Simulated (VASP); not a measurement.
Wanted: the native input for a VASP 6.6.1 run.

```yaml
Task: single point
Functional: HSE06
Potentials_or_basis: VASP PAW PBE potentials, release 64 (Be, S)
Cutoff: 520 eV
k_mesh: 8 × 8 × 8
Occupations: fermi-dirac, width 0.02 eV
Spin: no spin polarisation
Dipole_correction: no
Grid_for_exact_exchange_PRECFOCK: Normal
Further_INCAR_settings: ALGO = Normal; EDIFF = 1e-06; NBANDS = 11
Screening_parameter: 0.2079 1/Å
```

The system is BeS.

```xyz
2
Lattice="0.0000 2.4341 2.4341 2.4341 0.0000 2.4341 2.4341 2.4341 0.0000" Properties=species:S:1:pos:R:3 pbc="T T T"
Be    0.0000    0.0000    0.0000
S     1.2171    1.2171    1.2171
```

The input as run:

POSCAR

```
BeS
1.0
    0.0000000000      2.4341052400      2.4341052400
    2.4341052400      0.0000000000      2.4341052400
    2.4341052400      2.4341052400      0.0000000000
Be S
1 1
Direct
    0.0000000000      0.0000000000      0.0000000000
    0.2500000000      0.2500000000      0.2500000000
```

INCAR.step1

```
SYSTEM = BeS
PREC = Accurate
ENCUT = 520
EDIFF = 1E-5
ISMEAR = -1
SIGMA = 0.02
LREAL = .FALSE.
LASPH = .TRUE.
NELM = 80
ALGO = Normal
ISIF = 2
LWAVE = .TRUE.
LCHARG = .FALSE.
NBANDS = 11
GGA = PE
```

INCAR.step2

```
SYSTEM = BeS
PREC = Accurate
ENCUT = 520
EDIFF = 1E-6
ISMEAR = -1
SIGMA = 0.02
LREAL = .FALSE.
LASPH = .TRUE.
NELM = 80
ALGO = Normal
ISIF = 2
LWAVE = .FALSE.
LCHARG = .FALSE.
GGA = PE
LHFCALC = .TRUE.
HFSCREEN = 0.2079
PRECFOCK = Normal
NBANDS = 11
ISTART = 1
```

KPOINTS

```
Automatic mesh
0
G
  8 8 8
  0 0 0
```

Potentials or basis: VASP PAW PBE potentials, release 64 (Be, S).

Command:

```bash
$ cat potpaw_PBE.64/Be/POTCAR potpaw_PBE.64/S/POTCAR > POTCAR
$ cp INCAR.step1 INCAR
$ mpirun -np 1 vasp_std > vasp.out
$ cp INCAR.step2 INCAR
$ mpirun -np 1 vasp_std > vasp.out
```

It gave:

| Property | Result |
| --- | --- |
| Pressure | -1.1 GPa |
| Band gap on the k mesh | 4.08 eV, indirect (least direct gap 6.87 eV) |

Caveat: the PAW data sets were made with another functional, which shifts forces and pressure a little.

Run time: 30 min on 1 thread of AMD EPYC 7R43 64-Core Processor (Zen 3) (shared host), peak memory 0.24 GiB.
